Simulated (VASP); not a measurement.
TiAl: single point with PBE

TiAl:

```
Ti Al
1.0
     1.82516   -4.81572    0.00000
     1.82516    4.81572    0.00000
     0.00000    0.00000    3.62566
Ti Al
2 2
Direct
  0.85400 0.14600 0.75000
  0.14600 0.85400 0.25000
  0.55000 0.45000 0.75000
  0.45000 0.55000 0.25000
```

```json
{
  "Program": "VASP 6.6.1",
  "Task": "single point",
  "Functional": "PBE",
  "Potentials or basis": "VASP PAW PBE potentials, release 64 (Ti_sv, Al)",
  "Cutoff": "520 eV",
  "k mesh": "6 × 6 × 6",
  "Occupations": "gaussian, width 0.1 eV",
  "Spin": "no spin polarisation",
  "Dipole correction": "no",
  "Further INCAR settings": "ALGO = Normal; EDIFF = 1e-06; NBANDS = 23"
}
```

```
Pressure               : 21.7 GPa
Largest force          : 6.802 eV/Å
Band gap on the k mesh : zero (bands 15 and 16 overlap by 1.10 eV)
```

Forces in eV/Å, atoms in the order of the input:
```
Ti   0.000  1.240  0.000
Ti   0.000 -1.240  0.000
Al   0.000 -6.802  0.000
Al   0.000  6.802  0.000
```

Stress tensor (GPa, compression positive):
```
 2.09  0.00  0.00
 0.00 17.14  0.00
 0.00  0.00 45.94
```

Levels at points of the mesh, in eV from the Fermi level:
```
           k point  band 11  band 12  band 13  band 14  band 15  band 16  band 17  band 18  band 19  band 20
(0.00, 0.00, 0.00)    -1.50    -1.33    -0.96    -0.79    -0.15     1.05     1.34     1.53     1.74     2.08
(0.50, 0.00, 0.00)    -2.19    -1.97    -1.11    -0.21     0.04     0.12     0.95     1.18     2.10     2.20
(0.50, 0.50, 0.00)    -1.18    -0.98    -0.85    -0.58    -0.35     0.90     1.49     1.75     1.92     2.04
(0.00, 0.00, 0.50)    -1.60    -1.60    -0.69    -0.69    -0.44    -0.44     1.91     1.91     2.34     2.34
(0.50, 0.00, 0.50)    -2.42    -2.42    -1.44    -1.44    -0.26    -0.26     2.19     2.19     2.29     2.29
(0.50, 0.50, 0.50)    -2.72    -2.72     0.01     0.01     0.09     0.09     0.76     0.76     1.95     1.95
```

Wall time 80 s on 1 thread of AMD EPYC 7R13 Processor (Zen 3) (shared host), peak memory 0.2 GiB.

Caveat: the stress differs along the axes, from 2 to 46 GPa; forces of over 1 eV/Å act on the atoms, so gaps and moduli don't describe the material at rest.
